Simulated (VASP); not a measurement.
TaAl3N4, 8 atoms in the cell. It takes space group Pm-3m (No. 221, cubic). The conventional cell has a = 4.218 Å, b = 4.218 Å, c = 4.218 Å, α = 90.00°, β = 90.00°, γ = 90.00°. Ta (site symmetry m-3m) has 6 N at 2.11 Å within 2.8 Å. Within 2.8 Å of Al (site symmetry 4/mmm) lie 6 N at 2.11 Å. Within 2.8 Å of N (site symmetry 4/mmm) lie 2 Ta at 2.11 Å and 4 Al at 2.11 Å. Within 2.8 Å of N (site symmetry m-3m) lie 6 Al at 2.11 Å. 

- Program: VASP 6.6.1
- Task: single point
- Functional: PBE
- Potentials or basis: VASP PAW PBE potentials, release 64 (Ta_pv, Al, N)
- Cutoff: 520 eV
- k mesh: 10 × 10 × 10
- Occupations: gaussian, width 0.1 eV
- Spin: no spin polarisation
- Dipole correction: no
- k mesh for the DOS: 15 × 15 × 15
- Occupations for the DOS: tetrahedron
- Further INCAR settings: ALGO = Normal; EDIFF = 1e-06

Potentials or basis: VASP PAW PBE potentials, release 64 (Ta_pv, Al, N).

Launch:

```console
$ cat potpaw_PBE.64/Ta_pv/POTCAR potpaw_PBE.64/Al/POTCAR potpaw_PBE.64/N/POTCAR > POTCAR
$ cp INCAR.step1 INCAR
$ cp KPOINTS.step1 KPOINTS
$ mpirun -np 1 vasp_std > vasp.out
$ cp INCAR.step2 INCAR
$ cp KPOINTS.step2 KPOINTS
$ mpirun -np 1 vasp_std > vasp.out
```

Hardware: 1 thread of Intel Xeon 8259CL, with other jobs on the host.

Task: Estimate the wall time of this run.

Result: It took 7.8 min on 1 thread of Intel Xeon 8259CL, with other jobs on the host, peak memory 0.33 GiB. Counts: k points 120.
